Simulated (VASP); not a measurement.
Al, 4 atoms in the cell. Symmetry: Cmce, No. 64, orthorhombic system. Conventional cell: a = 4.464 Å, b = 8.075 Å, c = 4.538 Å, α = 90.00°, β = 90.00°, γ = 90.00°. Al (site symmetry m) has 7 Al at 2.59 to 2.78 Å within 3.4 Å. 

| Property | Result |
| --- | --- |
| Program | VASP 6.6.1 |
| Task | single point |
| Functional | PBE |
| Potentials or basis | VASP PAW PBE potentials, release 64 (Al) |
| Cutoff | 500 eV |
| k mesh | 6 × 6 × 4 |
| Occupations | gaussian, width 0.1 eV |
| Spin | no spin polarisation |
| Dipole correction | no |
| Further INCAR settings | ALGO = Normal; EDIFF = 1e-06; NBANDS = 14 |

Potentials or basis: VASP PAW PBE potentials, release 64 (Al).

Launch:

```console
$ cat potpaw_PBE.64/Al/POTCAR > POTCAR
$ mpirun -np 1 vasp_std > vasp.out
```

Hardware: 1 thread of Intel(R) Xeon(R) 6975P-C (Granite Rapids), on a shared host.

Question: Estimate the wall time of this run.

Answer: It took 13 s on 1 thread of Intel(R) Xeon(R) 6975P-C (Granite Rapids), on a shared host, peak memory 0.2 GiB. Counts: scf iterations 11, k points 39.
